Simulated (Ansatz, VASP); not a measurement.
One calculation of Fe, two programs

```
Fe
1.0
     2.83135    0.00000    0.00000
     0.00000    2.83135    0.00000
     0.00000    0.00000   16.00000
Fe
1
Direct
  0.00000 0.00000 0.50000
```

Alike in both runs: task single point; functional PBE; k mesh 14 × 14 × 1; occupations fermi-dirac, width 0.1 eV; collinear spin.

```csv
,VASP,Ansatz
version,VASP 6.6.1,Ansatz 0.2.0
potentials or method,"VASP PAW PBE potentials, release 64 (Fe), cutoff 520 eV","all-electron LAPW, scalar-relativistic"
```

```tsv
	VASP	Ansatz	Ansatz less VASP
net moment per atom (μB)	3.24	3.25	+0.017
size of the moment on the site where the two differ most (μB)	3.16	3.25	+0.091
```

Site moments also hang on the region over which each program counts them. Ansatz ran all-electron here, and VASP with PAW potentials.
